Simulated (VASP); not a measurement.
Set up this calculation in VASP 6.6.1, as the native input.

* Task: single point
* Functional: PBE
* Potentials or basis: VASP PAW PBE potentials, release 64 (Ga_d, P, As)
* Cutoff: 520 eV
* k mesh: 6 × 6 × 6
* Occupations: gaussian, width 0.02 eV
* Spin: no spin polarisation
* Dipole correction: no
* Further INCAR settings: ALGO = Normal; EDIFF = 1e-07; NBANDS = 46

The structure of Ga4As3P lies in POSCAR:

```
Ga4As3P
1.0
    5.6829105018      0.0000000000      0.0000000000
    0.0000000000      5.6829105018      0.0000000000
    0.0000000000      0.0000000000      5.6829105018
Ga P As
4 1 3
Direct
    0.2453152982      0.7546847018      0.2453152982
    0.2453152982      0.2453152982      0.7546847018
    0.7546847018      0.7546847018      0.7546847018
    0.7546847018      0.2453152982      0.2453152982
    0.0000000000      0.0000000000      0.0000000000
    0.0000000000      0.5000000000      0.5000000000
    0.5000000000      0.5000000000      0.0000000000
    0.5000000000      0.0000000000      0.5000000000
```

These files were run (other wordings do the same):

INCAR

```
SYSTEM = Ga4As3P
PREC = Accurate
ENCUT = 520
EDIFF = 1E-7
ISMEAR = 0
SIGMA = 0.02
LREAL = .False.
LASPH = .True.
NELM = 60
ALGO = Normal
ISIF = 2
LWAVE = .False.
LCHARG = .False.
GGA = PE
NBANDS = 46
```

KPOINTS

```
Automatic mesh
0
Gamma
  6 6 6
  0 0 0
```

Potentials or basis: VASP PAW PBE potentials, release 64 (Ga_d, P, As).

Run with:

```sh
$ cat potpaw_PBE.64/Ga_d/POTCAR potpaw_PBE.64/P/POTCAR potpaw_PBE.64/As/POTCAR > POTCAR
$ mpirun -np 1 vasp_std > vasp.out
```

Results of the run:

| Item | Value |
| --- | --- |
| Pressure | 0.2 GPa |
| Largest force | 0.005 eV/Å |
| Band gap on the k mesh | 0.49 eV |

Caveat: semilocal functionals underestimate gaps, and a narrow one can read as zero.

Run time: 6.4 min on 1 thread of Intel Xeon 8259CL, with other jobs on the host, peak memory 0.34 GiB.
